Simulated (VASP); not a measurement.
Set up this calculation in VASP 6.6.1, as the native input.

```yaml
Task: relaxation of cell and atoms
Functional: LDA
Potentials_or_basis: VASP PAW LDA potentials, release 64 (Pd)
Cutoff: 500 eV
k_mesh: 19 × 19 × 19
Occupations: fermi-dirac, width 0.05 eV
Spin: no spin polarisation
Dipole_correction: no
Further_INCAR_settings: ALGO = Normal; EDIFF = 1e-07; IBRION = 2; EDIFFG = -0.005; NSW = 60; ISIF = 3
```

The structure of Pd lies in POSCAR:

```
Pd
1.0
    0.0000000000      1.9224484100      1.9224484100
    1.9224484100      0.0000000000      1.9224484100
    1.9224484100      1.9224484100      0.0000000000
Pd
1
Direct
    0.0000000000      0.0000000000      0.0000000000
```

The input as run:

INCAR

```
SYSTEM = Pd
  PREC = Accurate
  ENCUT = 500
  EDIFF = 1E-7
  ISMEAR = -1
  SIGMA = 0.05
  LREAL = .FALSE.
  LASPH = .TRUE.
  NELM = 120
  ALGO = Normal
  ISIF = 3
  LWAVE = .FALSE.
  LCHARG = .FALSE.
  GGA = CA
  IBRION = 2
  NSW = 60
  EDIFFG = -0.005
  GGA_COMPAT = .FALSE.
  NELMIN = 4
```

KPOINTS

```
Automatic mesh
0
G
  19 19 19
  0 0 0
```

Potentials or basis: VASP PAW LDA potentials, release 64 (Pd).

Command:

```console
$ cat potpaw_LDA.64/Pd/POTCAR > POTCAR
$ mpirun -np 1 vasp_std > vasp.out
```

It gave:

```
Relaxed volume                        : 14.18 Å³/atom
Relaxed cell                          : a = 2.717 Å, b = 2.717 Å, c = 2.717 Å, α = 60.00°, β = 60.00°, γ = 60.00°
Space group after relaxing (to 0.1 Å) : Fm-3m (No. 225)
Energy gained by relaxing             : 0.0 meV/atom
Ionic steps                           : 3
Pressure after relaxing               : 0.0 GPa
Band gap on the k mesh                : zero (bands 5 and 6 overlap by 1.68 eV)
```

Wall time 64 s on 1 thread of Intel Xeon 8259CL (shared host), peak memory 0.15 GiB.
